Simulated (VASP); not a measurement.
# ZnS (F-43m) in VASP: notebook

ZnS is run at these levels: PBEsol; tasks: electric field gradients.

Program: VASP 6.6.1. These are calculated values, not measurements. Logs are shortened: lines on timing, memory, paths and dates and some standing lists are left out, and cuts for length are marked.

## (1) The cell of the first run

The structure is cubic, space group F-43m (No. 216). The conventional cell has a = 5.445 Å, b = 5.445 Å, c = 5.445 Å, α = 90.00°, β = 90.00°, γ = 90.00°. Within 3.1 Å of Zn (site symmetry -43m) lie 4 S at 2.36 Å. S (site symmetry -43m) has 4 Zn at 2.36 Å within 3.1 Å.

## (2) Electric field gradients, PBEsol (volume scaled by 1.02)

The input, INCAR:

```
SYSTEM = ZnS
  PREC = Accurate
  ENCUT = 520
  EDIFF = 1E-8
  ISMEAR = -1
  SIGMA = 0.01
  LREAL = .False.
  LASPH = .True.
  NELM = 60
  ALGO = Normal
  ISIF = 2
  LWAVE = .False.
  LCHARG = .False.
  GGA = PS
  LEFG = .True.
  NBANDS = 16
```

The input, KPOINTS:

```
regular mesh
0
Gamma
  8 8 8
  0 0 0
```

The input, POSCAR:

```
ZnS
1.0
    0.0000000000      2.7225621114      2.7225621114
    2.7225621114      0.0000000000      2.7225621114
    2.7225621114      2.7225621114      0.0000000000
Zn S
1 1
Direct
    0.0000000000      0.0000000000      0.0000000000
    0.7500000000      0.7500000000      0.7500000000
```

Potentials or basis: VASP PAW PBE potentials, release 64 (Zn, S).

The run is started by

```
> cat potpaw_PBE.64/Zn/POTCAR potpaw_PBE.64/S/POTCAR > POTCAR
> mpirun -np 1 vasp_std > vasp.out
```

OUTCAR:

```text
SYSTEM = ZnS
   PREC = Accurate
   ENCUT = 520
   EDIFF = 1E-8
   ISMEAR = -1
   LREAL = .False.
   LASPH = .True.
   NELM = 60
   ISIF = 2
   GGA = PS

 ion  position               nearest neighbor table
   1  0.000  0.000  0.000-   2 2.36   2 2.36   2 2.36   2 2.36
   2  0.750  0.750  0.750-   1 2.36   1 2.36   1 2.36   1 2.36

  LATTYP: Found a face centered cubic cell.
 ALAT       =     5.4451242228

  Lattice vectors:

 A1 = (   0.0000000000,   2.7225621114,   2.7225621114)
 A2 = (   2.7225621114,   0.0000000000,   2.7225621114)
 A3 = (   2.7225621114,   2.7225621114,   0.0000000000)

Analysis of symmetry for initial positions (statically):
=====================================================================
 Subroutine PRICEL returns:
 Original cell was already a primitive cell.

 Routine SETGRP: Setting up the symmetry group for a
 face centered cubic supercell.

 Subroutine GETGRP returns: Found 24 space group operations
 (whereof 24 operations were pure point group operations)
 out of a pool of 48 trial point group operations.

The static configuration has the point symmetry T_d .

Analysis of symmetry for dynamics (positions and initial velocities):
=====================================================================
 Subroutine PRICEL returns:
 Original cell was already a primitive cell.

 Routine SETGRP: Setting up the symmetry group for a
 face centered cubic supercell.

 Subroutine GETGRP returns: Found 24 space group operations
 (whereof 24 operations were pure point group operations)
 out of a pool of 48 trial point group operations.

The dynamic configuration has the point symmetry T_d .

 Subroutine INISYM returns: Found 24 space group operations
 (whereof 24 operations are pure point group operations),
 and found     1 'primitive' translations

----------------------------------------------------------------------------------------

                                     Primitive cell

  volume of cell :      40.3611

  direct lattice vectors                    reciprocal lattice vectors
     0.000000000  2.722562111  2.722562111    -0.183650539  0.183650539  0.183650539
     2.722562111  0.000000000  2.722562111     0.183650539 -0.183650539  0.183650539
     2.722562111  2.722562111  0.000000000     0.183650539  0.183650539 -0.183650539

  length of vectors
     3.850284262  3.850284262  3.850284262     0.318092065  0.318092065  0.318092065

  position of ions in fractional coordinates (direct lattice)
     0.000000000  0.000000000  0.000000000
     0.750000000  0.750000000  0.750000000

  ion indices of the primitive-cell ions
   primitive index   ion index
                 1           1
                 2           2

----------------------------------------------------------------------------------------

 KPOINTS: regular mesh

Automatic generation of k-mesh.
 Grid dimensions read from file:
 generate k-points for:    8    8    8

 Generating k-lattice:

  Cartesian coordinates                     Fractional coordinates (reciprocal lattice)
    -0.022956317  0.022956317  0.022956317     0.125000000  0.000000000  0.000000000
     0.022956317 -0.022956317  0.022956317     0.000000000  0.125000000  0.000000000
     0.022956317  0.022956317 -0.022956317     0.000000000  0.000000000  0.125000000

  Length of vectors
     0.039761508  0.039761508  0.039761508

  Shift w.r.t. Gamma in fractional coordinates (k-lattice)
     0.000000000  0.000000000  0.000000000

 Subroutine IBZKPT returns following result:
 ===========================================

 Found     29 irreducible k-points:

 Following reciprocal coordinates:
            Coordinates               Weight
  0.000000  0.000000  0.000000      1.000000
  0.125000  0.000000  0.000000      8.000000
  0.250000  0.000000  0.000000      8.000000
  0.375000  0.000000  0.000000      8.000000
  0.500000  0.000000  0.000000      4.000000
  0.125000  0.125000  0.000000      6.000000
[... 16 lines left out ...]
  0.500000  0.250000  0.125000     48.000000
 -0.375000  0.250000  0.125000     24.000000
 [... further k-points ...]
   k-points           NKPTS =     29   k-points in BZ     NKDIM =     29   number of bands    NBANDS=     16
   number of dos      NEDOS =    301   number of ions     NIONS =      2
   total plane-waves  NPLWV =  27000
   dimension x,y,z NGX =    30 NGY =   30 NGZ =   30
   dimension x,y,z NGXF=    60 NGYF=   60 NGZF=   60
   ions per type =               1   1
   NGX,Y,Z   is equivalent  to a cutoff of  12.95, 12.95, 12.95 a.u.
   NGXF,Y,Z  is equivalent  to a cutoff of  25.91, 25.91, 25.91 a.u.
 SYSTEM =  ZnS
   PREC   = accura    normal or accurate (medium, high low for compatibility)
   ISTART =      0    job   : 0-new  1-cont  2-samecut
   ICHARG =      2    charge: 1-file 2-atom 10-const
   ISPIN  =      1    spin polarized calculation?
   LNONCOLLINEAR =      F non collinear calculations
   LSORBIT =      F    spin-orbit coupling
   LASPH  =      T    aspherical Exc in radial PAW
   ENCUT  =  520.0 eV  38.22 Ry    6.18 a.u.   7.16  7.16  7.16*2*pi/ulx,y,z
   NELM   =     60;   NELMIN=  2; NELMDL= -5     # of ELM steps
   EDIFF  = 0.1E-07   stopping-criterion for ELM
   LREAL  =      F    real-space projection
   EDIFFG = 0.1E-06   stopping-criterion for IOM
   NSW    =      0    number of steps for IOM
   IBRION =     -1    ionic relax: 0-MD 1-quasi-New 2-CG
   NFREE  =      0    steps in history (QN), initial steepest desc. (CG)
   ISIF   =      2    stress and relaxation
   ISYM   =      2    0-nonsym 1-usesym 2-fastsym
   POTIM  = 0.5000    time-step for ionic-motion
   TEBEG  =    0.0;   TEEND  =   0.0 temperature during run
   PSTRESS=    0.0 pullay stress
   NELECT =      18.0000    total number of electrons
   NUPDOWN=      -1.0000    fix difference up-down
   EMIN   =  10.00;   EMAX   =-10.00  energy-range for DOS
   EFERMI =   0.00;   METHOD = LEGACY
   ISMEAR =    -1;   SIGMA  =   0.01  broadening in eV -4-tet -1-fermi 0-gaus
   EFERMI_NEDOS =   21; number of points for ismear=-14 and -15
   IALGO  =     38    algorithm
   IMIX   =      4    mixing-type and parameters
     AMIX     =   0.40;   BMIX     =  1.00
     AMIX_MAG =   1.60;   BMIX_MAG =  1.00
  volume/ion in A,a.u.               =      20.18       136.19
  Fermi-wavevector in a.u.,A,eV,Ry     =   1.250771  2.363615 21.285343  1.564429
  Thomas-Fermi vector in A             =   2.384750
   LORBIT       =      0    0 simple, 1 ext, 2 COOP (PROOUT), +10 PAW based schemes
   GGA     = PS    functional components
   LHFCALC =     F    Hartree Fock is set to
   AEXX    =    0.0000 exact exchange contribution
   IVDW    =     0    specifies the selected vdW correction
   LEPSILON=     F    determine dielectric tensor
   LRPA    =     F    only Hartree local field effects (RPA)
 non-spin polarized calculation
  energy-cutoff  :      520.00
  volume of cell :       40.36
 maximum number of plane-waves:      1106
 NGX is ok and might be reduce to    30
   NGX = 15   NGY = 15   NGZ = 15

 number of electron      18.0000008 magnetization

 Free energy of the ion-electron system (eV)
  ---------------------------------------------------
  ext. energy  EPLUGINS =         0.00000000
  ---------------------------------------------------
  free energy    TOTEN  =        -7.56919887 eV

  energy without entropy =       -7.56919887  energy(sigma->0) =       -7.56919887

 E-fermi :   2.0057     XC(G=0):  -9.7433

 val. band max:        1.8039468442   @ k =   0.0000   0.0000   0.0000
 cond. band min:       3.6845991583   @ k =   0.0000   0.0000   0.0000
 fundamental gap:      1.8806523141
 Fermi energy:         2.0056779363

 k-point     1 :       0.0000    0.0000    0.0000
  band No.  band energies     occupation
      1     -11.1940      2.00000
      2      -4.4776      2.00000
      3      -4.4776      2.00000
      4      -4.4776      2.00000
      5      -4.0047      2.00000
      6      -4.0047      2.00000
[... 8 lines left out ...]
     15      13.5104      0.00000
     16      13.5104      0.00000

 k-point     2 :       0.1250    0.0000    0.0000
  band No.  band energies     occupation
      1     -11.0801      2.00000
      2      -4.4762      2.00000
      3      -4.4575      2.00000
      4      -4.4575      2.00000
      5      -4.0063      2.00000
      6      -4.0063      2.00000
[... 8 lines left out ...]
     15      12.8922      0.00000
     16      14.1234      0.00000
[... 387 lines left out ...]
      5      -3.9877      2.00000
      6      -3.9332      2.00000
[... 8 lines left out ...]
     15      15.3458      0.00000
     16      15.9939      0.00000

 k-point    24 :      -0.3750    0.2500    0.1250
  band No.  band energies     occupation
      1     -10.1420      2.00000
      2      -4.3555      2.00000
      3      -4.3014      2.00000
      4      -4.0550      2.00000
      5      -3.9927      2.00000
      6      -3.7449      2.00000
[... 8 lines left out ...]
     15      15.0708      0.00000
     16      15.9135      0.00000

 [... further k-points ...]
[... 5 lines left out ...]
  --------------------------------------------------------------------------------------
  -------------------------------------------------------------------------------------
  Total       -0.8369265     -0.8369265     -0.8369265      0.0000000      0.0000000      0.0000000
  in kB      -33.2226703    -33.2226703    -33.2226703      0.0000000      0.0000000      0.0000000
  external PRESSURE =     -33.2226703 kB  Pullay stress =       0.0000000 kB

 VOLUME and BASIS-vectors are now :
 -----------------------------------------------------------------------------
  energy-cutoff  :      520.00
  volume of cell :       40.36
      direct lattice vectors                 reciprocal lattice vectors
     0.000000000  2.722562111  2.722562111    -0.183650539  0.183650539  0.183650539
     2.722562111  0.000000000  2.722562111     0.183650539 -0.183650539  0.183650539
     2.722562111  2.722562111  0.000000000     0.183650539  0.183650539 -0.183650539

 POSITION                                       TOTAL-FORCE (eV/Angst)
 -----------------------------------------------------------------------------------
      0.00000      0.00000      0.00000         0.000000      0.000000      0.000000
      4.08384      4.08384      4.08384        -0.000000     -0.000000     -0.000000
 -----------------------------------------------------------------------------------
    total drift:                               -0.000000     -0.000000     -0.000000

  FREE ENERGIE OF THE ION-ELECTRON SYSTEM (eV)
  ---------------------------------------------------
  free  energy   TOTEN  =        -7.5691988730 eV

  energy  without entropy=       -7.5691988730  energy(sigma->0) =       -7.56919887

 Electric field gradients (V/A^2)
---------------------------------------------------------------------
 ion       V_xx      V_yy      V_zz      V_xy      V_xz      V_yz
---------------------------------------------------------------------
   1      -0.000    -0.000    -0.000     0.004     0.004     0.004
   2       0.000     0.000    -0.000    -0.000    -0.000    -0.000
---------------------------------------------------------------------

 Electric field gradients after diagonalization (V/A^2)
 (convention: |V_zz| > |V_xx| > |V_yy|)
----------------------------------------------------------------------
 ion       V_xx      V_yy      V_zz     asymmetry (V_yy - V_xx)/ V_zz
----------------------------------------------------------------------
   1      -0.004    -0.004     0.008       0.000
   2       0.000     0.000    -0.000       0.000
----------------------------------------------------------------------

           NMR quadrupolar parameters

 Cq : quadrupolar parameter    Cq=e*Q*V_zz/h
 eta: asymmetry parameters     (V_yy - V_xx)/ V_zz
 Q  : nuclear electric quadrupole moment in mb (millibarn)
----------------------------------------------------------------------
 ion       Cq(MHz)       eta       Q (mb)
----------------------------------------------------------------------
   1       0.000       0.000       1.000
   2      -0.000       0.000       1.000
----------------------------------------------------------------------
```

Run time: 10 s. Hardware: 1 thread of AMD EPYC 9R45 (Zen 5), shared host; peak memory 0.14 GiB.

What came out:

| Item | Value |
| --- | --- |
| Free energy | -7.5692 eV |
| Pressure | -3.3 GPa |
| Band gap on the k mesh | 1.88 eV, direct |

Levels at points of the mesh, in eV from the valence-band top:
```csv
k point,band 6,band 7,band 8,band 9,band 10,band 11,band 12,band 13
"(0.00, 0.00, 0.00)",-5.81,0.00,0.00,0.00,1.88,6.32,6.32,6.32
"(0.50, 0.00, 0.00)",-5.61,-5.22,-0.84,-0.84,3.15,6.84,6.84,8.62
"(0.50, 0.50, 0.00)",-5.60,-4.52,-2.17,-2.17,3.29,3.97,10.67,11.72
```

Caveat: without QUAD_EFG the Cq values of the log hold for a quadrupole moment of 1 mb, not for the nuclei; the PAW data sets were made with another functional, which shifts forces and pressure a little.

(Continued in part 2 of 2.)
